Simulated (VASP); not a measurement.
## V: single point with PBEsol

Crystal: V.

```
CELL_PARAMETERS angstrom
-1.51000 1.51000 1.51000
1.51000 -1.51000 1.51000
1.51000 1.51000 -1.51000
ATOMIC_POSITIONS crystal
V 0.00000 0.00000 0.00000
```

```json
{
 "Program": "VASP 6.6.1",
 "Task": "single point",
 "Functional": "PBEsol",
 "Potentials or basis": "VASP PAW PBE potentials, release 64 (V_sv)",
 "Cutoff": "520 eV",
 "k mesh": "37 × 37 × 37",
 "Occupations": "methfessel-paxton, width 0.1 eV",
 "Spin": "no spin polarisation"
}
```

```
Pressure : -10.7 GPa
```

Levels at points of the mesh, in eV from the Fermi level:
```tsv
k point	band 5	band 6	band 7	band 8	band 9	band 10
(0.00, 0.00, 0.00)	-6.54	0.41	0.41	0.41	2.36	2.36
```

Run time: 2.3 min on 1 thread of Intel(R) Xeon(R) Platinum 8259CL CPU @ 2.50GHz (Skylake/Cascade Lake), on a shared host, peak memory 0.31 GiB.

Caveat: the PAW data sets were made with another functional, which shifts forces and pressure a little.
